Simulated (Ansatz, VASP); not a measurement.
# Ca in VASP and in Ansatz

```
Ca
1.0
     0.00000    2.67145    2.67145
     2.67145    0.00000    2.67145
     2.67145    2.67145    0.00000
Ca
1
Direct
  0.00000 0.00000 0.00000
```

Alike in both runs: task single point; functional LDA; k mesh 10 × 10 × 10; occupations fermi-dirac, width 0.2 eV; no spin polarisation.

```csv
,VASP,Ansatz
version,VASP 6.6.1,Ansatz 0.2.0
potentials or method,"VASP PAW LDA potentials, release 64 (Ca_sv), cutoff 520 eV","plane waves (420 eV) with PAW, scalar-relativistic"
valence electrons in the cell,10,10
```

|  | VASP | Ansatz | Ansatz less VASP |
| --- | --- | --- | --- |
| pressure (GPa) | 0.1 | 0.1 | 0.00 |

Ansatz warns that its potentials were made for another functional, while VASP's fit it. LDA's correlation is that of Perdew and Zunger in VASP and of Perdew and Wang (1992) in Ansatz.
